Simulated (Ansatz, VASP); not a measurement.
**One calculation of RbCaH3, two programs**

The input INCAR:

```
PREC = Accurate
ENCUT = 520
EDIFF = 1E-6
ISMEAR = 0
SIGMA = 0.05
LREAL = False
LASPH = True
NELM = 80
ALGO = Normal
ISIF = 2
LWAVE = False
LCHARG = True
GGA = CA
LELF = True
LVHAR = True
NBANDS = 19
```

File KPOINTS:

```
Automatic mesh
0
Gamma
  6 6 6
```

POSCAR

```
RbCaH3
1.0
    5.0017000000      0.0000000000      0.0000000000
    0.0000000000      5.0017000000      0.0000000000
    0.0000000000      0.0000000000      4.5470000000
Rb Ca H
1 1 3
Direct
    0.0000000000      0.0000000000      0.0000000000
    0.5000000000      0.5000000000      0.5000000000
    0.0000000000      0.5000000000      0.5000000000
    0.5000000000      0.0000000000      0.5000000000
    0.5000000000      0.5000000000      0.0000000000
```

Input for Ansatz:

```yaml
crystal:
  lattice:
    - [5.0017, 0.0, 0.0]
    - [0.0, 5.0017, 0.0]
    - [0.0, 0.0, 4.547]
  atoms:
    - { symbol: Rb, position: [0.0, 0.0, 0.0] }
    - { symbol: Ca, position: [0.5, 0.5, 0.5] }
    - { symbol: H, position: [0.0, 0.5, 0.5] }
    - { symbol: H, position: [0.5, 0.0, 0.5] }
    - { symbol: H, position: [0.5, 0.5, 0.0] }
basis:
  ecutwfc: 420
kpoints:
  mp_grid: { grid: [6, 6, 6] }
hamiltonian:
  xc: lda
scf:
  occupations: { method: gaussian, width: 0.05 }
output:
  forces: true
  stress: true
  eigenvalues: true
```

Change from the starting cell: strain +0.1000 x Voigt [1, 1, 0, 0, 0, 0], atoms carried along.

Alike in both runs: task single point; functional LDA; k mesh 6 × 6 × 6; occupations gaussian, width 0.05 eV; no spin polarisation.

|  | VASP | Ansatz |
| --- | --- | --- |
| version | VASP 6.6.1 | Ansatz 0.2.0 |
| potentials or method | VASP PAW LDA potentials, release 64 (Rb_sv, Ca_sv, H), cutoff 520 eV | scalar-relativistic, plane waves, PAW |
| valence electrons in the cell | 22 | 22 |

Ansatz gave:

```
gap on the k mesh at the Fermi level (eV)                     : 2.74
least direct gap on the mesh (eV)                             : 2.95
pressure (GPa)                                                : -4.7
traceless stress, the component that is largest in VASP (GPa) : 1.39
```

Task: Estimate VASP's values.

Result: gap on the k mesh at the Fermi level (eV): 2.74; least direct gap on the mesh (eV): 2.95; pressure (GPa): -4.7; traceless stress, the component that is largest in VASP (GPa): 1.41.

LDA's correlation is that of Perdew and Zunger in VASP and of Perdew and Wang (1992) in Ansatz.
